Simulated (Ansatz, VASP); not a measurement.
## TiSi16 in VASP and in Ansatz

```
CELL_PARAMETERS angstrom
0.00000 5.43000 5.43000
5.43000 0.00000 5.43000
5.43000 5.43000 0.00000
ATOMIC_POSITIONS crystal
Si 0.99420 0.99689 0.99745
Si 0.12652 0.11840 0.11691
Si 0.00016 0.98562 0.49966
Si 0.12509 0.11812 0.62428
Si 0.00288 0.49996 0.98277
Si 0.12653 0.62353 0.11694
Si 0.00031 0.50023 0.49956
Si 0.11887 0.62347 0.61999
Si 0.49917 0.99696 0.99893
Si 0.62371 0.11962 0.12247
Si 0.49818 0.99699 0.49311
Si 0.61694 0.11871 0.62604
Si 0.49930 0.49033 0.99871
Si 0.61900 0.62346 0.11947
Si 0.48198 0.50008 0.50269
Si 0.61702 0.62353 0.62573
Ti 0.87052 0.37208 0.37062
```

Alike in both runs: functional PBE; k mesh 2 × 2 × 2; occupations fermi-dirac, width 0.02 eV; no spin polarisation.

Ansatz relaxed the structure, and its values are those at the end. VASP's run is a single point on that final structure, the one shown.

|  | VASP | Ansatz |
| --- | --- | --- |
| version | VASP 6.6.1 | Ansatz 0.2.0 |
| potentials or method | VASP PAW PBE potentials, release 64 (Si, Ti_sv), cutoff 520 eV | scalar-relativistic, plane waves, PAW |
| valence electrons in the cell | 76 | 76 |

|  | VASP | Ansatz | Ansatz less VASP |
| --- | --- | --- | --- |
| rms of the force components (eV/Å) | 0.006 | 0.007 | +0.0008 |

The functional is the same, so the differences come from potentials, cutoffs and numerics.

The k mesh is coarse, so the values compare programs but aren't converged.
